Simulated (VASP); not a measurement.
# SrGe2Se3 (P3m1) in VASP: notebook

The runs below take SrGe2Se3 through single point, relaxation of cell and atoms, with PBEsol.

All numbers are computed with VASP 6.6.1; they aren't measurements. Logs are shortened: lines on timing, memory, paths and dates and some standing lists are left out, and cuts for length are marked.

**1. The cell of the first run**

The structure is trigonal, space group P3m1 (No. 156). The conventional cell has a = 4.791 Å, b = 4.791 Å, c = 8.961 Å, α = 90.00°, β = 90.00°, γ = 120.00°. Sr (site symmetry 3m) has 4 Se at 2.93 to 2.97 Å within 3.9 Å. Ge (site symmetry 3m) has 4 Se at 2.49 to 2.77 Å within 3.3 Å. Ge (site symmetry 3m) has 4 Se at 2.52 to 2.77 Å within 3.3 Å. Within 3.3 Å of Se (site symmetry 3m) lie 4 Ge at 2.49 to 2.77 Å. Se (site symmetry 3m) has 1 Ge at 2.52 Å and 3 Sr at 2.93 Å within 3.3 Å. Se (site symmetry 3m) has 3 Ge at 2.77 Å and 1 Sr at 2.97 Å within 3.6 Å.

**2. Single point, PBEsol**

File INCAR:

```
SYSTEM = SrGe2Se3
PREC = Accurate
ENCUT = 520
EDIFF = 1E-6
ISMEAR = -1
SIGMA = 0.03
LREAL = .FALSE.
LASPH = .TRUE.
NELM = 100
ALGO = Normal
ISIF = 2
LWAVE = .FALSE.
LCHARG = .FALSE.
GGA = PS
NBANDS = 37
```

File KPOINTS:

```
Automatic mesh
0
G
  6 6 2
  0 0 0
```

File POSCAR:

```
SrGe2Se3
1.0
    4.7911937639      0.0000000000      0.0000000000
   -2.3955968819      4.1492955140      0.0000000000
    0.0000000000      0.0000000000      8.9610645135
Sr Ge Se
1 2 3
Direct
    0.3333333333      0.6666666667      0.6618064421
    0.0000000000      0.0000000000      0.9946584027
    0.6666666667      0.3333333333      0.2736328124
    0.0000000000      0.0000000000      0.2725146419
    0.6666666667      0.3333333333      0.5546532665
    0.3333333333      0.6666666667      0.9927344345
```

Potentials or basis: VASP PAW PBE potentials, release 64 (Sr_sv, Ge_d, Se).

Launch:

```bash
> cat potpaw_PBE.64/Sr_sv/POTCAR potpaw_PBE.64/Ge_d/POTCAR potpaw_PBE.64/Se/POTCAR > POTCAR
> mpirun -np 1 vasp_std > vasp.out
```

OUTCAR:

```text
SYSTEM = SrGe2Se3
   PREC = Accurate
   ENCUT = 520
   EDIFF = 1E-6
   ISMEAR = -1
   LREAL = .FALSE.
   LASPH = .TRUE.
   NELM = 100
   ISIF = 2
   GGA = PS

 ion  position               nearest neighbor table
   1  0.333  0.667  0.662-   5 2.93   5 2.93   5 2.93   6 2.97
   2  0.000  0.000  0.995-   4 2.49   6 2.77   6 2.77   6 2.77
   3  0.667  0.333  0.274-   5 2.52   4 2.77   4 2.77   4 2.77
   4  0.000  0.000  0.273-   2 2.49   3 2.77   3 2.77   3 2.77
   5  0.667  0.333  0.555-   3 2.52   1 2.93   1 2.93   1 2.93
   6  0.333  0.667  0.993-   2 2.77   2 2.77   2 2.77   1 2.97

  LATTYP: Found a hexagonal cell.
 ALAT       =     4.7911937639
 C/A-ratio  =     1.8703197898

  Lattice vectors:

 A1 = (   4.7911937639,   0.0000000000,   0.0000000000)
 A2 = (  -2.3955968819,   4.1492955140,   0.0000000000)
 A3 = (   0.0000000000,   0.0000000000,   8.9610645135)

Analysis of symmetry for initial positions (statically):
=====================================================================
 Subroutine PRICEL returns:
 Original cell was already a primitive cell.

 Routine SETGRP: Setting up the symmetry group for a
 hexagonal supercell.

 Subroutine GETGRP returns: Found  6 space group operations
 (whereof  6 operations were pure point group operations)
 out of a pool of 24 trial point group operations.

The static configuration has the point symmetry C_3v.

Analysis of symmetry for dynamics (positions and initial velocities):
=====================================================================
 Subroutine PRICEL returns:
 Original cell was already a primitive cell.

 Routine SETGRP: Setting up the symmetry group for a
 hexagonal supercell.

 Subroutine GETGRP returns: Found  6 space group operations
 (whereof  6 operations were pure point group operations)
 out of a pool of 24 trial point group operations.

The dynamic configuration has the point symmetry C_3v.

 Subroutine INISYM returns: Found  6 space group operations
 (whereof  6 operations are pure point group operations),
 and found     1 'primitive' translations

----------------------------------------------------------------------------------------

                                     Primitive cell

  volume of cell :     178.1467

  direct lattice vectors                    reciprocal lattice vectors
     4.791193764  0.000000000  0.000000000     0.208716251  0.120502384  0.000000000
    -2.395596882  4.149295514  0.000000000     0.000000000  0.241004767  0.000000000
     0.000000000  0.000000000  8.961064514     0.000000000  0.000000000  0.111593885

  length of vectors
     4.791193764  4.791193764  8.961064514     0.241004767  0.241004767  0.111593885

  position of ions in fractional coordinates (direct lattice)
     0.333333333  0.666666667  0.661806442
     0.000000000  0.000000000  0.994658403
     0.666666667  0.333333333  0.273632812
     0.000000000  0.000000000  0.272514642
     0.666666667  0.333333333  0.554653266
     0.333333333  0.666666667  0.992734435

  ion indices of the primitive-cell ions
   primitive index   ion index
                 1           1
                 2           2
                 3           3
                 4           4
                 5           5
                 6           6

----------------------------------------------------------------------------------------

 KPOINTS: Automatic mesh

Automatic generation of k-mesh.
 Grid dimensions read from file:
 generate k-points for:    6    6    2

 Generating k-lattice:

  Cartesian coordinates                     Fractional coordinates (reciprocal lattice)
     0.034786042  0.020083731  0.000000000     0.166666667 -0.000000000  0.000000000
     0.000000000  0.040167461  0.000000000     0.000000000  0.166666667  0.000000000
     0.000000000  0.000000000  0.055796942     0.000000000  0.000000000  0.500000000

  Length of vectors
     0.040167461  0.040167461  0.055796942

  Shift w.r.t. Gamma in fractional coordinates (k-lattice)
     0.000000000  0.000000000  0.000000000

 Subroutine IBZKPT returns following result:
 ===========================================

 Found     14 irreducible k-points:

 Following reciprocal coordinates:
            Coordinates               Weight
  0.000000  0.000000  0.000000      1.000000
  0.166667  0.000000  0.000000      6.000000
  0.333333 -0.000000  0.000000      6.000000
  0.500000  0.000000  0.000000      3.000000
  0.166667  0.166667  0.000000      6.000000
  0.333333  0.166667  0.000000     12.000000
  0.333333  0.333333  0.000000      2.000000
  0.000000  0.000000  0.500000      1.000000
  0.166667  0.000000  0.500000      6.000000
  0.333333 -0.000000  0.500000      6.000000
  0.500000  0.000000  0.500000      3.000000
  0.166667  0.166667  0.500000      6.000000
  0.333333  0.166667  0.500000     12.000000
  0.333333  0.333333  0.500000      2.000000
   k-points           NKPTS =     14   k-points in BZ     NKDIM =     14   number of bands    NBANDS=     37
   number of dos      NEDOS =    301   number of ions     NIONS =      6
   total plane-waves  NPLWV =  90720
   dimension x,y,z NGX =    36 NGY =   36 NGZ =   70
   dimension x,y,z NGXF=    72 NGYF=   72 NGZF=  140
   ions per type =               1   2   3
   NGX,Y,Z   is equivalent  to a cutoff of  12.49, 12.49, 12.99 a.u.
   NGXF,Y,Z  is equivalent  to a cutoff of  24.98, 24.98, 25.97 a.u.
 SYSTEM =  SrGe2Se3
   PREC   = accura    normal or accurate (medium, high low for compatibility)
   ISTART =      0    job   : 0-new  1-cont  2-samecut
   ICHARG =      2    charge: 1-file 2-atom 10-const
   ISPIN  =      1    spin polarized calculation?
   LNONCOLLINEAR =      F non collinear calculations
   LSORBIT =      F    spin-orbit coupling
   LASPH  =      T    aspherical Exc in radial PAW
   ENCUT  =  520.0 eV  38.22 Ry    6.18 a.u.   8.91  8.91 16.66*2*pi/ulx,y,z
   NELM   =    100;   NELMIN=  2; NELMDL= -5     # of ELM steps
   EDIFF  = 0.1E-05   stopping-criterion for ELM
   LREAL  =      F    real-space projection
   EDIFFG = 0.1E-04   stopping-criterion for IOM
   NSW    =      0    number of steps for IOM
   IBRION =     -1    ionic relax: 0-MD 1-quasi-New 2-CG
   NFREE  =      0    steps in history (QN), initial steepest desc. (CG)
   ISIF   =      2    stress and relaxation
   ISYM   =      2    0-nonsym 1-usesym 2-fastsym
   POTIM  = 0.5000    time-step for ionic-motion
   TEBEG  =    0.0;   TEEND  =   0.0 temperature during run
   PSTRESS=    0.0 pullay stress
   NELECT =      56.0000    total number of electrons
   NUPDOWN=      -1.0000    fix difference up-down
   EMIN   =  10.00;   EMAX   =-10.00  energy-range for DOS
   EFERMI =   0.00;   METHOD = LEGACY
   ISMEAR =    -1;   SIGMA  =   0.03  broadening in eV -4-tet -1-fermi 0-gaus
   EFERMI_NEDOS =   21; number of points for ismear=-14 and -15
   IALGO  =     38    algorithm
   IMIX   =      4    mixing-type and parameters
     AMIX     =   0.40;   BMIX     =  1.00
     AMIX_MAG =   1.60;   BMIX_MAG =  1.00
  volume/ion in A,a.u.               =      29.69       200.37
  Fermi-wavevector in a.u.,A,eV,Ry     =   1.113128  2.103506 16.858339  1.239053
  Thomas-Fermi vector in A             =   2.249709
   LORBIT       =      0    0 simple, 1 ext, 2 COOP (PROOUT), +10 PAW based schemes
   GGA     = PS    functional components
   LHFCALC =     F    Hartree Fock is set to
   AEXX    =    0.0000 exact exchange contribution
   IVDW    =     0    specifies the selected vdW correction
   LEPSILON=     F    determine dielectric tensor
   LRPA    =     F    only Hartree local field effects (RPA)
 non-spin polarized calculation
  energy-cutoff  :      520.00
  volume of cell :      178.15
 maximum number of plane-waves:      4815
 NGX is ok and might be reduce to    36
   NGX = 17   NGY = 17   NGZ = 33

 number of electron      56.0000026 magnetization

 Free energy of the ion-electron system (eV)
  ---------------------------------------------------
  ext. energy  EPLUGINS =         0.00000000
  ---------------------------------------------------
  free energy    TOTEN  =       -26.98831323 eV

  energy without entropy =      -26.98831323  energy(sigma->0) =      -26.98831323

 E-fermi :   3.1420     XC(G=0):  -8.8041

 val. band max:        2.6532019460   @ k =   0.3333   0.3333   0.5000
 cond. band min:       3.6628024974   @ k =   0.1667   0.0000   0.5000
 fundamental gap:      1.0096005514
 Fermi energy:         3.1419622907

 k-point     1 :       0.0000    0.0000    0.0000
  band No.  band energies     occupation
      1     -32.5126      2.00000
      2     -22.0551      2.00000
      3     -22.0551      2.00000
      4     -22.0358      2.00000
      5     -22.0271      2.00000
      6     -22.0271      2.00000
[... 29 lines left out ...]
     36       6.8416      0.00000
     37       6.8416      0.00000

 k-point     2 :       0.1667    0.0000    0.0000
  band No.  band energies     occupation
      1     -32.5118      2.00000
      2     -22.0553      2.00000
      3     -22.0548      2.00000
      4     -22.0355      2.00000
      5     -22.0271      2.00000
      6     -22.0271      2.00000
[... 29 lines left out ...]
     36       6.7423      0.00000
     37       7.0072      0.00000

 k-point     3 :       0.3333   -0.0000    0.0000
  band No.  band energies     occupation
      1     -32.5103      2.00000
      2     -22.0557      2.00000
      3     -22.0543      2.00000
      4     -22.0349      2.00000
      5     -22.0272      2.00000
      6     -22.0271      2.00000
[... 29 lines left out ...]
     36       6.8032      0.00000
     37       7.4419      0.00000

 k-point     4 :       0.5000    0.0000    0.0000
  band No.  band energies     occupation
      1     -32.5095      2.00000
      2     -22.0558      2.00000
      3     -22.0540      2.00000
      4     -22.0347      2.00000
      5     -22.0273      2.00000
      6     -22.0271      2.00000
[... 29 lines left out ...]
     36       7.2562      0.00000
     37       7.3666      0.00000
[... 283 lines left out ...]
      1     -32.5107      2.00000
      2     -22.0555      2.00000
      3     -22.0545      2.00000
      4     -22.0351      2.00000
      5     -22.0272      2.00000
      6     -22.0271      2.00000
[... 29 lines left out ...]
     36       6.7199      0.00000
     37       7.1783      0.00000

 k-point    13 :       0.3333    0.1667    0.5000
  band No.  band energies     occupation
      1     -32.5095      2.00000
      2     -22.0557      2.00000
      3     -22.0541      2.00000
      4     -22.0347      2.00000
      5     -22.0273      2.00000
      6     -22.0272      2.00000
[... 29 lines left out ...]
     36       7.2281      0.00000
     37       7.4429      0.00000

 k-point    14 :       0.3333    0.3333    0.5000
  band No.  band energies     occupation
      1     -32.5091      2.00000
      2     -22.0557      2.00000
      3     -22.0541      2.00000
      4     -22.0346      2.00000
      5     -22.0272      2.00000
      6     -22.0272      2.00000
[... 29 lines left out ...]
     36       7.6594      0.00000
     37       7.9537      0.00000

------------------------ aborting loop because EDIFF is reached ----------------------------------------

  FORCE on cell =-STRESS in cart. coord.  units (eV):
  Direction    XX          YY          ZZ          XY          YZ          ZX
  --------------------------------------------------------------------------------------
  -------------------------------------------------------------------------------------
  Total        0.1225414      0.1225414      0.1608068      0.0000000      0.0000000     -0.0000000
  in kB        1.1020869      1.1020869      1.4462295      0.0000000      0.0000000     -0.0000000
  external PRESSURE =       1.2168011 kB  Pullay stress =       0.0000000 kB

 VOLUME and BASIS-vectors are now :
 -----------------------------------------------------------------------------
  energy-cutoff  :      520.00
  volume of cell :      178.15
      direct lattice vectors                 reciprocal lattice vectors
     4.791193764  0.000000000  0.000000000     0.208716251  0.120502384  0.000000000
    -2.395596882  4.149295514  0.000000000     0.000000000  0.241004767  0.000000000
     0.000000000  0.000000000  8.961064514     0.000000000  0.000000000  0.111593885

 POSITION                                       TOTAL-FORCE (eV/Angst)
 -----------------------------------------------------------------------------------
     -0.00000      2.76620      5.93049         0.000000      0.000000      0.000032
      0.00000      0.00000      8.91320         0.000000      0.000000     -0.014925
      2.39560      1.38310      2.45204        -0.000000     -0.000000     -0.014152
      0.00000      0.00000      2.44202        -0.000000     -0.000000      0.011136
      2.39560      1.38310      4.97028         0.000000      0.000000      0.000210
     -0.00000      2.76620      8.89596         0.000000      0.000000      0.017698
 -----------------------------------------------------------------------------------
    total drift:                               -0.000001     -0.000000     -0.002658

  FREE ENERGIE OF THE ION-ELECTRON SYSTEM (eV)
  ---------------------------------------------------
  free  energy   TOTEN  =       -26.9883132322 eV

  energy  without entropy=      -26.9883132260  energy(sigma->0) =      -26.98831323
```

It took 77 s on 1 thread of Intel Xeon Platinum 8375C at 2.90GHz (Ice Lake), shared host; peak memory 0.33 GiB.

What came out:

- Free energy: -26.9883 eV
- Pressure: 0.1 GPa
- Largest force: 0.018 eV/Å
- Band gap on the k mesh: 1.01 eV, indirect (least direct gap 1.48 eV)

Forces in eV/Å, atoms in the order of the input:
```
Sr   0.000  0.000  0.000
Ge   0.000  0.000 -0.015
Ge   0.000  0.000 -0.014
Se   0.000  0.000  0.011
Se   0.000  0.000  0.000
Se   0.000  0.000  0.018
```

Caveat: the PAW data sets were made with another functional, which shifts forces and pressure a little. A k mesh can miss the band edges.

**3. Relaxation of cell and atoms, PBEsol**

This run uses another cell than the first one, of 27.80 Å³/atom, 0.936 times its volume.

File INCAR:

```
SYSTEM = SrGe2Se3
ALGO     = Normal         ! electronic algorithm
EDIFF    = 1E-7           ! SCF threshold, eV
EDIFFG   = -0.01          ! ionic threshold
ENCUT    = 600            ! plane-wave cutoff, eV
GGA      = PS             ! functional
IBRION   = 2              ! ionic algorithm
ISIF     = 3              ! what is computed and relaxed
ISMEAR   = -1             ! smearing method
LASPH    = .True.         ! aspherical terms in the spheres
LCHARG   = .False.        ! write CHGCAR
LREAL    = .False.        ! projectors in reciprocal space
LWAVE    = .False.        ! write WAVECAR
NELM     = 80             ! most SCF steps
NSW      = 100            ! ionic steps
PREC     = Accurate       ! precision mode
SIGMA    = 0.03           ! smearing width, eV
```

File KPOINTS:

```
k-points
0
Gamma
  6 6 2
  0 0 0
```

File POSCAR:

```
SrGe2Se3
1.0
    4.2953656800      0.0000000000      0.0000000000
   -2.1476828400      3.7198958000      0.0000000000
    0.0000000000      0.0000000000     10.4387381000
Sr Ge Se
1 2 3
Direct
    0.3333333300      0.6666666700      0.6641085800
    0.0000000000      0.0000000000      0.9968616400
    0.6666666700      0.3333333300      0.3376419600
    0.0000000000      0.0000000000      0.2503703200
    0.6666666700      0.3333333300      0.5920876800
    0.3333333300      0.6666666700      0.9089298200
```

Potentials or basis: VASP PAW PBE potentials, release 64 (Sr_sv, Ge_d, Se).

Launch:

```bash
> cat potpaw_PBE.64/Sr_sv/POTCAR potpaw_PBE.64/Ge_d/POTCAR potpaw_PBE.64/Se/POTCAR > POTCAR
> mpirun -np 1 vasp_std > vasp.out
```

Wall time 35 min (1 thread of Intel Xeon Platinum 8375C at 2.90GHz (Ice Lake), shared host); peak memory 0.39 GiB.

It converged, with:

```
Free energy                            : -26.9877 eV
Relaxed volume                         : 29.77 Å³/atom
Relaxed cell                           : a = 4.792 Å, b = 4.792 Å, c = 8.981 Å, α = 90.00°, β = 90.00°, γ = 120.00°
Space group after relaxing (to 0.05 Å) : P3m1 (No. 156)
Energy gained by relaxing              : 413.6 meV/atom
Ionic steps                            : 39
Pressure after relaxing                : 0.0 GPa
Largest force after relaxing           : 0.007 eV/Å
Band gap on the k mesh                 : 1.01 eV, indirect (least direct gap 1.49 eV)
```

Forces on the atoms (eV/Å):
```
Sr   0.000  0.000 -0.001
Ge   0.000  0.000 -0.001
Ge   0.000  0.000  0.001
Se   0.000  0.000  0.001
Se   0.000  0.000  0.007
Se   0.000  0.000 -0.006
```

The path:
| step | energy change (eV) | largest force (eV/Å) | pressure (GPa) | volume (Å³) |
| --- | --- | --- | --- | --- |
| 1 | 0.0000 | 2.8763 | 11.20 | 166.79 |
| 2 | -1.3643 | 0.8850 | -2.16 | 218.22 |
| 3 | -1.4265 | 1.0639 | -0.51 | 207.01 |
| 4 | -1.5324 | 0.8283 | -0.39 | 205.37 |
| 5 | -1.7178 | 1.3048 | 0.23 | 200.35 |
| 6 | -1.8148 | 1.0949 | -0.03 | 200.29 |
| 7 | -2.0300 | 0.5618 | -0.80 | 200.09 |
| 8 | -2.1732 | 0.2660 | -2.34 | 199.52 |
| 9 | -2.2262 | 0.3004 | -2.11 | 196.55 |
| 10 | -2.2917 | 0.3966 | -1.57 | 191.08 |
| 11 | -2.2352 | 1.1201 | 0.17 | 180.22 |
| 12 | -2.3095 | 0.4375 | -1.22 | 188.46 |
| 13 | -2.3388 | 0.3708 | -0.94 | 187.11 |
| 14 | -2.3962 | 0.4155 | 0.00 | 183.08 |
| 15 | -2.3477 | 0.6717 | 2.33 | 175.19 |
| 16 | -2.4059 | 0.4615 | 0.59 | 180.88 |
| 17 | -2.4283 | 0.2988 | 0.25 | 181.77 |
| 18 | -2.4459 | 0.2659 | -0.51 | 184.04 |
| 19 | -2.4469 | 0.2280 | -0.38 | 183.62 |
| 20 | -2.4582 | 0.2471 | -0.18 | 182.40 |
| 21 | -2.4683 | 0.3151 | 0.35 | 179.43 |
| 22 | -2.4761 | 0.1699 | 0.03 | 179.91 |
| 23 | -2.4767 | 0.1334 | -0.10 | 180.09 |
| 24 | -2.4785 | 0.0786 | -0.04 | 179.67 |
| 25 | -2.4791 | 0.0970 | 0.04 | 179.18 |
| 26 | -2.4799 | 0.0695 | -0.04 | 179.20 |
| 27 | -2.4802 | 0.0579 | -0.10 | 179.21 |
| 28 | -2.4808 | 0.0425 | -0.03 | 178.77 |
| 29 | -2.4811 | 0.0303 | 0.05 | 178.31 |
| 30 | -2.4811 | 0.0278 | 0.06 | 178.22 |
| 31 | -2.4813 | 0.0165 | 0.01 | 178.38 |
| 32 | -2.4813 | 0.0200 | -0.02 | 178.48 |
| 33 | -2.4814 | 0.0155 | -0.01 | 178.45 |
| 34 | -2.4815 | 0.0135 | 0.02 | 178.39 |
| 35 | -2.4815 | 0.0155 | -0.01 | 178.50 |
| 36 | -2.4815 | 0.0158 | -0.01 | 178.52 |
| 37 | -2.4816 | 0.0113 | 0.01 | 178.50 |
| 38 | -2.4816 | 0.0113 | 0.02 | 178.50 |
| 39 | -2.4816 | 0.0072 | 0.00 | 178.64 |

Final structure:
```yaml
crystal:
  lattice:
    - [4.79244, 0.00000, 0.00000]
    - [-2.39622, 4.15038, 0.00000]
    - [0.00000, 0.00000, 8.98114]
  atoms:
    - { symbol: Sr, position: [0.33333, 0.66667, 0.66230] }
    - { symbol: Ge, position: [0.00000, 0.00000, 0.99489] }
    - { symbol: Ge, position: [0.66667, 0.33333, 0.27337] }
    - { symbol: Se, position: [0.00000, 0.00000, 0.27228] }
    - { symbol: Se, position: [0.66667, 0.33333, 0.55405] }
    - { symbol: Se, position: [0.33333, 0.66667, 0.99312] }
```

Levels at points of the mesh, in eV from the valence-band top:
```csv
k point,band 25,band 26,band 27,band 28,band 29,band 30,band 31,band 32
"(0.00, 0.00, 0.00)",-2.58,-2.09,-2.09,-1.03,1.50,1.50,1.83,1.83
"(0.50, 0.00, 0.00)",-2.21,-1.79,-1.05,-0.79,1.56,2.33,2.85,3.05
"(0.00, 0.00, 0.50)",-2.01,-2.01,-1.94,-1.19,1.36,1.36,1.48,2.12
"(0.50, 0.00, 0.50)",-1.99,-1.83,-1.25,-0.93,1.75,2.48,2.96,3.33
```

Caveat: the PAW data sets were made with another functional, which shifts forces and pressure a little.
